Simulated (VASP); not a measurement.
Crystal: Be2C.

```
C Be
1.0
     0.00000    2.16049    2.16049
     2.16049    0.00000    2.16049
     2.16049    2.16049    0.00000
C Be
1 2
Cartesian
  0.0000 0.0000 0.0000
  1.0802 1.0802 1.0802
  3.2407 3.2407 3.2407
```

Base run:

```yaml
Program: VASP 6.6.1
Functional: PBE
Potentials_or_basis: VASP PAW PBE potentials, release 64 (C, Be)
Cutoff: 600 eV
k_mesh: 6 × 6 × 6
Occupations: gaussian, width 0.01 eV
Spin: no spin polarisation
```

Its results: band gap on the k mesh 1.16 eV, indirect (least direct gap 4.14 eV); pressure 1.3 GPa.

Problem. The run is repeated on the same cell with these changes: functional from PBE to HSE06; cutoff from 600 eV to 520 eV. What comes out?

Solution. Band gap on the k mesh 1.90 eV, indirect (least direct gap 5.13 eV); pressure -1.9 GPa.

HSE06 gives the wider gap, since exact exchange removes part of the self-interaction.

Caveats: the PAW data sets were made with another functional, which shifts forces and pressure a little (some runs).

A k mesh can miss the band edges.
